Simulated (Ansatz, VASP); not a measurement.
One calculation of BP, two programs

```
B P
1.0
     0.00000    2.23053    2.23053
     2.23053    0.00000    2.23053
     2.23053    2.23053    0.00000
B P
1 1
Direct
  0.00000 0.00000 0.00000
  0.75000 0.75000 0.75000
```

Change from the starting cell: volume scaled by 0.95, PAW files.

Alike in both runs: task electric field gradients; functional PBE; k mesh 12 × 12 × 12; occupations fermi-dirac, width 0.08 eV; no spin polarisation.

|  | VASP | Ansatz |
| --- | --- | --- |
| version | VASP 6.6.1 | Ansatz 0.2.0 |
| potentials or method | VASP PAW PBE potentials, release 64 (B, P) | PAW with Ansatz's default frozen-core files, scalar-relativistic |
| plane-wave cutoff (eV) | 520 | 420 |
| valence electrons in the cell | 8 | 8 |

|  | VASP | Ansatz | Ansatz less VASP |
| --- | --- | --- | --- |
| pressure (GPa) | 10.2 | 10.5 | +0.28 |

The functional is the same, so the differences come from potentials, cutoffs and numerics.
